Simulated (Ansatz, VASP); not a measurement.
# Two plane-wave programs on HfN

INCAR

```
SYSTEM = HfN
PREC = Accurate
ENCUT = 520
EDIFF = 1E-7
ISMEAR = 0
SIGMA = 0.1
LREAL = .False.
LASPH = .True.
NELM = 60
ALGO = Normal
ISIF = 2
LWAVE = .False.
LCHARG = .True.
GGA = PE
LELF = .True.
LVHAR = .True.
NBANDS = 14
```

KPOINTS

```
regular mesh
0
Gamma
  16 16 16
  0 0 0
```

POSCAR

```
HfN
1.0
    0.0000000000      2.2509252380      2.2509252380
    2.2509252380      0.0000000000      2.2509252380
    2.2509252380      2.2509252380      0.0000000000
Hf N
1 1
Direct
    0.0000000000      0.0000000000      0.0000000000
    0.5000000000      0.5000000000      0.5000000000
```

Input for Ansatz:

```yaml
crystal:
  lattice:
    - [0.0, 2.2509252376, 2.2509252376]
    - [2.2509252376, 0.0, 2.2509252376]
    - [2.2509252376, 2.2509252376, 0.0]
  atoms:
    - { symbol: Hf, position: [0.0, 0.0, 0.0] }
    - { symbol: "N", position: [0.5, 0.5, 0.5] }
basis:
  ecutwfc: 420
kpoints:
  mp_grid: { grid: [16, 16, 16] }
hamiltonian:
  xc: pbe
scf:
  occupations: { method: gaussian, width: 0.1 }
output:
  forces: true
  stress: true
  eigenvalues: true
```

Alike in both runs: task single point; functional PBE; k mesh 16 × 16 × 16; occupations gaussian, width 0.1 eV; no spin polarisation.

|  | VASP | Ansatz |
| --- | --- | --- |
| version | VASP 6.6.1 | Ansatz 0.2.0 |
| potentials or method | VASP PAW PBE potentials, release 64 (Hf_pv, N), cutoff 520 eV | scalar-relativistic, plane waves, PAW |
| valence electrons in the cell | 15 | 31 |

|  | VASP | Ansatz | Ansatz less VASP |
| --- | --- | --- | --- |
| gap on the k mesh at the Fermi level (eV) | none | none | - |
| pressure (GPa) | 6.1 | 8.6 | +2.43 |

A gap of «none» marks a metal or a gap that the smearing closes. The functional is the same, so the differences come from potentials, cutoffs and numerics. VASP's potentials hold 15 valence electrons a cell and Ansatz's 31, so a difference there can come from the potentials and not from the codes.

Neither program's run includes spin-orbit coupling.
